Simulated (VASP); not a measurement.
Write the native input for VASP 6.6.1 that does the following.

* Task: single point
* Functional: PBE
* Potentials or basis: VASP PAW PBE potentials, release 64 (Zr_sv, B)
* Cutoff: 520 eV
* k mesh: 10 × 10 × 10
* Occupations: gaussian, width 0.02 eV
* Spin: no spin polarisation
* Dipole correction: no
* Further INCAR settings: ALGO = Normal; EDIFF = 1e-07; NBANDS = 14

The structure of ZrB lies in POSCAR:

```
ZrB
1.0
    0.0000000000      2.3250000000      2.3250000000
    2.3250000000      0.0000000000      2.3250000000
    2.3250000000      2.3250000000      0.0000000000
Zr B
1 1
Direct
    0.0000000000      0.0000000000      0.0000000000
    0.5000000000      0.5000000000      0.5000000000
```

These files were run (other wordings do the same):

INCAR

```
ALGO     = Normal         # electronic algorithm
EDIFF    = 1E-7           # SCF threshold, eV
ENCUT    = 520            # plane-wave cutoff, eV
GGA      = PE             # functional
ISIF     = 2              # what is computed and relaxed
ISMEAR   = 0              # smearing method
LASPH    = T              # aspherical terms in the spheres
LCHARG   = F              # write CHGCAR
LREAL    = F              # projectors in reciprocal space
LWAVE    = F              # write WAVECAR
NBANDS   = 14             # bands
NELM     = 60             # most SCF steps
PREC     = Accurate       # precision mode
SIGMA    = 0.02           # smearing width, eV
```

KPOINTS

```
k-points
0
Gamma
  10 10 10
```

Potentials or basis: VASP PAW PBE potentials, release 64 (Zr_sv, B).

Launch:

```console
$ cat potpaw_PBE.64/Zr_sv/POTCAR potpaw_PBE.64/B/POTCAR > POTCAR
$ mpirun -np 1 vasp_std > vasp.out
```

It gave:

The pressure is 34.6 GPa.

Run time: 10 s on 1 thread of Intel(R) Xeon(R) Platinum 8488C (Sapphire Rapids), with other jobs on the host, peak memory 0.14 GiB.
